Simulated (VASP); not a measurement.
Crystal: BaTiO3.

```
Ba Ti O
1.0
     3.99980    0.00000    0.00000
     0.00000    3.99980    0.00000
     0.00000    0.00000    4.01800
Ba Ti O
1 1 3
Direct
  0.00000 0.00000 0.00000
  0.50000 0.50000 0.49000
  0.50000 0.50000 0.01900
  0.50000 0.00000 0.51700
  0.00000 0.50000 0.51700
```

```yaml
Program: VASP 6.6.1
Task: relaxation of cell and atoms
Functional: PBE
Dispersion: D3(BJ)
Potentials_or_basis: VASP PAW PBE potentials, release 64 (Ba_sv, Ti_sv, O)
Cutoff: 600 eV
k_mesh: 8 × 8 × 8
Occupations: gaussian, width 0.02 eV
Spin: no spin polarisation
```

At the start: pressure 0.7 GPa; volume 12.86 Å³/atom.

**Question.** Where does the relaxation end?

**Answer.** Over 14 steps the energy falls by 3.1 meV/atom and the volume is 13.06 Å³/atom (+1.5 %); space group P4mm (No. 99, to 0.1 Å) before and after.

The path:
```tsv
step	energy change (eV)	largest force (eV/Å)	pressure (GPa)	volume (Å³)
1	0.0000	0.2778	0.67	64.28
2	-0.0063	0.1906	-0.34	64.78
3	-0.0075	0.1774	-1.03	65.16
4	-0.0109	0.0973	-0.08	64.94
5	-0.0110	0.0975	0.18	64.89
6	-0.0126	0.0773	0.21	64.92
7	-0.0138	0.0770	0.24	64.97
8	-0.0138	0.1075	0.35	65.06
9	-0.0142	0.0890	0.29	65.02
10	-0.0150	0.0688	-0.17	65.28
11	-0.0151	0.0636	-0.30	65.35
12	-0.0154	0.0612	0.13	65.25
13	-0.0154	0.0517	0.05	65.27
14	-0.0156	0.0023	0.02	65.28
```

Final structure:
```xyz
5
Lattice="3.9847 0.0000 0.0000 0.0000 3.9847 0.0000 0.0000 0.0000 4.1111" Properties=species:S:1:pos:R:3 pbc="T T T"
Ba    0.0000    0.0000    4.0983
Ti    1.9924    1.9924    1.9689
O     1.9924    1.9924    0.1321
O     1.9924    3.9847    2.1276
O     0.0000    1.9924    2.1276
```
